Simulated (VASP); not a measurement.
# Hg (R-3m) in VASP: a series of runs

Runs on Hg. Level: LDA. Tasks: single point.

Program: VASP 6.6.1. These are calculated values, not measurements. Logs are shortened: lines on timing, memory, paths and dates and some standing lists are left out, and cuts for length are marked.

### 1 The cell of the first run

Symmetry: R-3m, No. 166, trigonal system. The conventional cell has a = 3.493 Å, b = 3.493 Å, c = 6.444 Å, α = 90.00°, β = 90.00°, γ = 120.00°. Within 3.9 Å of Hg (site symmetry -3m) lie 12 Hg at 2.95 to 3.49 Å.

### 2 Single point, LDA

File INCAR:

```
SYSTEM = Hg
PREC = Accurate
ENCUT = 550
EDIFF = 1E-6
ISMEAR = 0
SIGMA = 1.0
LREAL = .False.
LASPH = .True.
NELM = 120
ALGO = Normal
ISIF = 2
LWAVE = .False.
LCHARG = .False.
NBANDS = 16
GGA_COMPAT = .False.
```

File KPOINTS:

```
Automatic mesh
0
Gamma
  11 11 11
  0 0 0
```

File POSCAR:

```
Hg
1.0
    1.7463233735      1.0082402698      2.1478810803
   -1.7463233735      1.0082402698      2.1478810803
    0.0000000000     -2.0164805396      2.1478810803
Hg
1
Direct
    0.0000000000      1.0000000000      0.0000000000
```

Potentials or basis: VASP PAW LDA potentials, release 64 (Hg_sv_GW).

Launch:

```bash
> cat potpaw_LDA.64/Hg_sv_GW/POTCAR > POTCAR
> mpirun -np 1 vasp_std > vasp.out
```

OUTCAR:

```text
SYSTEM = Hg
   PREC = Accurate
   ENCUT = 550
   EDIFF = 1E-6
   ISMEAR = 0
   LREAL = .False.
   LASPH = .True.
   NELM = 120
   ISIF = 2

 ion  position               nearest neighbor table
   1  0.000  0.000  0.000-

  LATTYP: Found a trigonal (rhomboedric) cell.
 ALAT       =     2.9461138643
 COS(alpha) =     0.2972833017

  Lattice vectors:

 A1 = (   1.7463233735,   1.0082402698,   2.1478810803)
 A2 = (  -1.7463233735,   1.0082402698,   2.1478810803)
 A3 = (   0.0000000000,  -2.0164805396,   2.1478810803)

Analysis of symmetry for initial positions (statically):
=====================================================================
 Subroutine PRICEL returns:
 Original cell was already a primitive cell.

 Routine SETGRP: Setting up the symmetry group for a
 trigonal (rhombohedral) supercell.

 Subroutine GETGRP returns: Found 12 space group operations
 (whereof 12 operations were pure point group operations)
 out of a pool of 12 trial point group operations.

The static configuration has the point symmetry D_3d.

Analysis of symmetry for dynamics (positions and initial velocities):
=====================================================================
 Subroutine PRICEL returns:
 Original cell was already a primitive cell.

 Routine SETGRP: Setting up the symmetry group for a
 trigonal (rhombohedral) supercell.

 Subroutine GETGRP returns: Found 12 space group operations
 (whereof 12 operations were pure point group operations)
 out of a pool of 12 trial point group operations.

The dynamic configuration has the point symmetry D_3d.

 Subroutine INISYM returns: Found 12 space group operations
 (whereof 12 operations are pure point group operations),
 and found     1 'primitive' translations

----------------------------------------------------------------------------------------

                                     Primitive cell

  volume of cell :      22.6908

  direct lattice vectors                    reciprocal lattice vectors
     1.746323374  1.008240270  2.147881080     0.286315815  0.165304513  0.155191708
    -1.746323374  1.008240270  2.147881080    -0.286315815  0.165304513  0.155191708
     0.000000000 -2.016480540  2.147881080     0.000000000 -0.330609026  0.155191708

  length of vectors
     2.946113864  2.946113864  2.946113864     0.365221569  0.365221569  0.365221569

  position of ions in fractional coordinates (direct lattice)
     0.000000000  0.000000000  0.000000000

  ion indices of the primitive-cell ions
   primitive index   ion index
                 1           1

----------------------------------------------------------------------------------------

 KPOINTS: Automatic mesh

Automatic generation of k-mesh.
 Grid dimensions read from file:
 generate k-points for:   11   11   11

 Generating k-lattice:

  Cartesian coordinates                     Fractional coordinates (reciprocal lattice)
     0.026028710  0.015027683  0.014108337     0.090909091  0.000000000  0.000000000
    -0.026028710  0.015027683  0.014108337     0.000000000  0.090909091  0.000000000
     0.000000000 -0.030055366  0.014108337     0.000000000  0.000000000  0.090909091

  Length of vectors
     0.033201961  0.033201961  0.033201961

  Shift w.r.t. Gamma in fractional coordinates (k-lattice)
     0.000000000  0.000000000  0.000000000

 Subroutine IBZKPT returns following result:
 ===========================================

 Found    146 irreducible k-points:

 Following reciprocal coordinates:
            Coordinates               Weight
  0.000000  0.000000  0.000000      1.000000
  0.090909  0.000000 -0.000000      6.000000
  0.181818 -0.000000 -0.000000      6.000000
  0.272727  0.000000 -0.000000      6.000000
  0.363636 -0.000000 -0.000000      6.000000
  0.454545  0.000000 -0.000000      6.000000
[... 16 lines left out ...]
 -0.272727  0.181818  0.000000     12.000000
 -0.181818  0.181818  0.000000      6.000000
 [... further k-points ...]
   k-points           NKPTS =    146   k-points in BZ     NKDIM =    146   number of bands    NBANDS=     16
   number of dos      NEDOS =    301   number of ions     NIONS =      1
   total plane-waves  NPLWV =  13824
   dimension x,y,z NGX =    24 NGY =   24 NGZ =   24
   dimension x,y,z NGXF=    48 NGYF=   48 NGZF=   48
   ions per type =               1
   NGX,Y,Z   is equivalent  to a cutoff of  13.54, 13.54, 13.54 a.u.
   NGXF,Y,Z  is equivalent  to a cutoff of  27.09, 27.09, 27.09 a.u.
 SYSTEM =  Hg
   PREC   = accura    normal or accurate (medium, high low for compatibility)
   ISTART =      0    job   : 0-new  1-cont  2-samecut
   ICHARG =      2    charge: 1-file 2-atom 10-const
   ISPIN  =      1    spin polarized calculation?
   LNONCOLLINEAR =      F non collinear calculations
   LSORBIT =      F    spin-orbit coupling
   LASPH  =      T    aspherical Exc in radial PAW
   ENCUT  =  550.0 eV  40.42 Ry    6.36 a.u.   5.63  5.63  5.63*2*pi/ulx,y,z
   NELM   =    120;   NELMIN=  2; NELMDL= -5     # of ELM steps
   EDIFF  = 0.1E-05   stopping-criterion for ELM
   LREAL  =      F    real-space projection
   EDIFFG = 0.1E-04   stopping-criterion for IOM
   NSW    =      0    number of steps for IOM
   IBRION =     -1    ionic relax: 0-MD 1-quasi-New 2-CG
   NFREE  =      0    steps in history (QN), initial steepest desc. (CG)
   ISIF   =      2    stress and relaxation
   ISYM   =      2    0-nonsym 1-usesym 2-fastsym
   POTIM  = 0.5000    time-step for ionic-motion
   TEBEG  =    0.0;   TEEND  =   0.0 temperature during run
   PSTRESS=    0.0 pullay stress
   NELECT =      20.0000    total number of electrons
   NUPDOWN=      -1.0000    fix difference up-down
   EMIN   =  10.00;   EMAX   =-10.00  energy-range for DOS
   EFERMI =   0.00;   METHOD = LEGACY
   ISMEAR =     0;   SIGMA  =   1.00  broadening in eV -4-tet -1-fermi 0-gaus
   EFERMI_NEDOS =   21; number of points for ismear=-14 and -15
   IALGO  =     38    algorithm
   IMIX   =      4    mixing-type and parameters
     AMIX     =   0.40;   BMIX     =  1.00
     AMIX_MAG =   1.60;   BMIX_MAG =  1.00
  volume/ion in A,a.u.               =      22.69       153.13
  Fermi-wavevector in a.u.,A,eV,Ry     =   1.569645  2.966199 33.521835  2.463785
  Thomas-Fermi vector in A             =   2.671497
   LORBIT       =      0    0 simple, 1 ext, 2 COOP (PROOUT), +10 PAW based schemes
   GGA     = CA    functional components
   LHFCALC =     F    Hartree Fock is set to
   AEXX    =    0.0000 exact exchange contribution
   IVDW    =     0    specifies the selected vdW correction
   LEPSILON=     F    determine dielectric tensor
   LRPA    =     F    only Hartree local field effects (RPA)
 non-spin polarized calculation
 Gauss-broadening in eV      SIGMA  =   1.00
  energy-cutoff  :      550.00
  volume of cell :       22.69
 maximum number of plane-waves:       686
   NGX = 11   NGY = 11   NGZ = 11

 number of electron      19.9999992 magnetization

 Free energy of the ion-electron system (eV)
  ---------------------------------------------------
  ext. energy  EPLUGINS =         0.00000000
  ---------------------------------------------------
  free energy    TOTEN  =        -1.05431536 eV

  energy without entropy =       -0.90397444  energy(sigma->0) =       -0.97914490

 E-fermi :   6.1999     XC(G=0): -11.9157

 val. band max:        6.0189551088   @ k =  -0.4545   0.1818   0.1818
 cond. band min:       6.2145208330   @ k =  -0.4545   0.2727   0.0000
 fundamental gap:      0.1955657242
 Fermi energy:         6.1998767888

 k-point     1 :       0.0000    0.0000    0.0000
  band No.  band energies     occupation
      1    -108.4672      2.00000
      2     -57.0513      2.00000
      3     -57.0430      2.00000
      4     -57.0430      2.00000
      5      -3.3932      2.00000
      6      -1.8591      2.00000
[... 8 lines left out ...]
     15      24.5573      0.00000
     16      24.5573      0.00000

 k-point     2 :       0.0909    0.0000   -0.0000
  band No.  band energies     occupation
      1    -108.4670      2.00000
      2     -57.0545      2.00000
      3     -57.0450      2.00000
      4     -57.0428      2.00000
      5      -3.2073      2.00000
      6      -1.8461      2.00000
[... 8 lines left out ...]
     15      24.2041      0.00000
     16      25.2076      0.00000

 k-point     3 :       0.1818   -0.0000   -0.0000
  band No.  band energies     occupation
      1    -108.4666      2.00000
      2     -57.0671      2.00000
      3     -57.0463      2.00000
      4     -57.0422      2.00000
      5      -2.7641      2.00000
      6      -1.8199      2.00000
[... 8 lines left out ...]
     15      23.8452      0.00000
     16      25.5099      0.00000

 k-point     4 :       0.2727    0.0000   -0.0000
  band No.  band energies     occupation
      1    -108.4661      2.00000
      2     -57.0849      2.00000
      3     -57.0465      2.00000
      4     -57.0415      2.00000
      5      -2.4362      2.00000
      6      -1.8079      2.00000
[... 8 lines left out ...]
     15      23.9379      0.00000
     16      24.8010      0.00000
[... 324 lines left out ...]
 k-point    22 :      -0.3636    0.1818    0.0000
  band No.  band energies     occupation
      1    -108.4650      2.00000
      2     -57.1025      2.00000
      3     -57.0612      2.00000
      4     -57.0425      2.00000
      5      -2.0442      2.00000
      6      -1.5233      2.00000
[... 8 lines left out ...]
     15      24.3442      0.00000
     16      25.4696      0.00000

 k-point    23 :      -0.2727    0.1818    0.0000
  band No.  band energies     occupation
      1    -108.4655      2.00000
      2     -57.0870      2.00000
      3     -57.0619      2.00000
      4     -57.0429      2.00000
      5      -2.0215      2.00000
      6      -1.5054      2.00000
[... 8 lines left out ...]
     15      23.0648      0.00000
     16      25.6326      0.00000

 k-point    24 :      -0.1818    0.1818    0.0000
  band No.  band energies     occupation
      1    -108.4660      2.00000
      2     -57.0725      2.00000
      3     -57.0594      2.00000
      4     -57.0432      2.00000
      5      -2.1237      2.00000
      6      -1.5471      2.00000
[... 8 lines left out ...]
     15      24.1127      0.00000
     16      25.6847      0.00000

 [... further k-points ...]

------------------------ aborting loop because EDIFF is reached ----------------------------------------

  FORCE on cell =-STRESS in cart. coord.  units (eV):
  Direction    XX          YY          ZZ          XY          YZ          ZX
  --------------------------------------------------------------------------------------
  -------------------------------------------------------------------------------------
  Total        0.0155920      0.0155920     -0.0204739      0.0000000      0.0000000      0.0000000
  in kB        1.1009338      1.1009338     -1.4456444      0.0000000      0.0000000      0.0000000
  external PRESSURE =       0.2520744 kB  Pullay stress =       0.0000000 kB

 VOLUME and BASIS-vectors are now :
 -----------------------------------------------------------------------------
  energy-cutoff  :      550.00
  volume of cell :       22.69
      direct lattice vectors                 reciprocal lattice vectors
     1.746323374  1.008240270  2.147881080     0.286315815  0.165304513  0.155191708
    -1.746323374  1.008240270  2.147881080    -0.286315815  0.165304513  0.155191708
     0.000000000 -2.016480540  2.147881080     0.000000000 -0.330609026  0.155191708

 POSITION                                       TOTAL-FORCE (eV/Angst)
 -----------------------------------------------------------------------------------
      0.00000      0.00000      0.00000         0.000000      0.000000      0.000000
 -----------------------------------------------------------------------------------
    total drift:                                0.000000      0.000000      0.000000

  FREE ENERGIE OF THE ION-ELECTRON SYSTEM (eV)
  ---------------------------------------------------
  free  energy   TOTEN  =        -1.0543153608 eV

  energy  without entropy=       -0.9039744391  energy(sigma->0) =       -0.97914490
```

Wall time 16 s (1 thread of Intel Xeon 6975P-C (Granite Rapids), shared host); peak memory 0.19 GiB.

Results:

* Free energy: -1.0543 eV
* Pressure: 0.0 GPa
* Band gap on the k mesh: zero (bands 10 and 11 overlap by 2.74 eV)

Stress tensor (GPa, compression positive):
```
 0.11  0.00  0.00
 0.00  0.11  0.00
 0.00  0.00 -0.14
```

Caveat: so wide a smearing shifts energies and pressures; spin-orbit coupling is left out, which moves the levels of the heavy elements.

### 3 Single point, LDA

File INCAR:

```
PREC = Accurate ; ENCUT = 500
EDIFF = 1E-6 ; ISMEAR = -1
SIGMA = 0.1 ; LREAL = False
LASPH = True ; NELM = 120
ALGO = Normal ; ISIF = 2
LWAVE = False ; LCHARG = False
NBANDS = 16 ; GGA_COMPAT = False
```

File KPOINTS:

```
regular mesh
0
Gamma
  3 3 3
```

POSCAR is that of step 2.

Potentials or basis: VASP PAW LDA potentials, release 64 (Hg_sv_GW).

Launch:

```bash
> cat potpaw_LDA.64/Hg_sv_GW/POTCAR > POTCAR
> mpirun -np 1 vasp_std > vasp.out
```

It took 2.2 s on 1 thread of Intel Xeon Platinum 8488C (Sapphire Rapids), shared host; peak memory 0.13 GiB.

It converged, with:

```
Free energy            : -1.3237 eV
Pressure               : -2.5 GPa
Band gap on the k mesh : 3.13 eV (least direct gap 3.37 eV)
```

Stress tensor (GPa, compression positive):
```
  3.04   0.00   0.00
  0.00   3.04   0.00
  0.00   0.00 -13.72
```

Levels at points of the mesh, in eV from the valence-band top:
```csv
k point,band 6,band 7,band 8,band 9,band 10,band 11,band 12,band 13,band 14,band 15
"(0.00, 0.00, 0.00)",-7.47,-7.47,-5.80,-5.68,-5.68,12.12,12.76,12.76,17.62,18.95
```

Caveat: the k points lie up to 0.76 Å⁻¹ apart; spin-orbit coupling is left out, which moves the levels of the heavy elements. A k mesh can miss the band edges.

The gap in the log of VASP goes by the Fermi energy; the results here count the filled bands.